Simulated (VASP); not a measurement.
H5CF: single point with PBE

H5CF:

```
CELL_PARAMETERS angstrom
7.29363 0.00000 0.00000
0.00000 7.29363 0.00000
0.00000 0.00000 7.29363
ATOMIC_POSITIONS crystal
F 0.65229 0.49019 0.83090
F 0.37707 0.40623 0.61932
F 0.28489 0.01522 0.72718
F 0.35499 0.78122 0.04656
H 0.65369 0.61648 0.82571
H 0.45396 0.44897 0.71214
H 0.34756 0.12640 0.70265
H 0.31384 0.88932 0.98669
H 0.47965 0.15061 0.28370
H 0.54438 0.34644 0.17613
H 0.48911 0.14130 0.04110
H 0.68728 0.14472 0.17609
H 0.86695 0.56076 0.37923
H 0.06212 0.60631 0.24536
H 0.01882 0.75889 0.43273
H 0.87478 0.77440 0.24243
H 0.89632 0.30795 0.98843
H 0.99539 0.22505 0.79034
H 0.06264 0.14402 0.03541
H 0.12655 0.36084 0.93464
H 0.68387 0.07905 0.72333
H 0.84228 0.91465 0.67366
H 0.59612 0.86410 0.67026
H 0.73468 0.90268 0.88470
C 0.54931 0.19732 0.16606
C 0.95770 0.67449 0.32701
C 0.02797 0.25607 0.93592
C 0.71087 0.93180 0.74200
```

| Quantity | Value |
| --- | --- |
| Program | VASP 6.6.1 |
| Task | single point |
| Functional | PBE |
| Potentials or basis | VASP PAW PBE potentials, release 64 (F, H, C) |
| Cutoff | 520 eV |
| k mesh | 1 × 1 × 1 |
| Occupations | fermi-dirac, width 0.02 eV |
| Spin | no spin polarisation |
| Dipole correction | no |
| Further INCAR settings | LREAL = Auto; ALGO = Normal; EDIFF = 1e-07; NBANDS = 52 |

The pressure is 0.6 GPa and the largest force is 2.226 eV/Å. The band gap on the k mesh is 6.43 eV.

Forces on the atoms (eV/Å):
```
F   -0.264 -1.201 -0.023
F   -0.808 -0.696 -0.692
F    0.197 -0.022  0.058
F   -0.083  0.243 -0.154
H    0.158  1.555  0.048
H    0.881  0.316  0.737
H   -0.236  0.143 -0.125
H    0.091 -0.295 -0.064
H   -0.976 -0.761  1.101
H    0.174  0.153 -0.434
H   -0.198  0.234 -0.060
H    0.633  0.059 -0.019
H    0.395  0.946  0.000
H    0.291  0.202 -0.259
H    0.257 -0.174  0.554
H    0.401 -0.862  0.250
H    0.249  0.359  0.079
H    0.443 -0.657  0.618
H    0.129  0.216 -1.072
H    1.167  1.205  0.274
H   -0.080 -0.020  0.379
H    0.102 -0.444 -0.378
H    0.340 -0.335  0.348
H   -0.396 -0.219  0.684
C    0.322  0.325 -0.444
C   -1.339 -0.115 -0.549
C   -1.979 -0.993  0.230
C    0.129  0.839 -1.088
```

Stress tensor (GPa, compression positive):
```
 1.07  0.52 -0.57
 0.52  0.40  0.81
-0.57  0.81  0.39
```

Levels at points of the mesh, in eV from the valence-band top:
```
           k point  band 30  band 31  band 32  band 33  band 34  band 35
(0.00, 0.00, 0.00)    -0.57    -0.37     0.00     6.43     8.41     8.73
```

It took 53 s on 1 thread of Intel(R) Xeon(R) Platinum 8259CL CPU @ 2.50GHz (Skylake/Cascade Lake) (shared host), peak memory 0.36 GiB.

Caveat: the k points lie up to 0.86 Å⁻¹ apart.
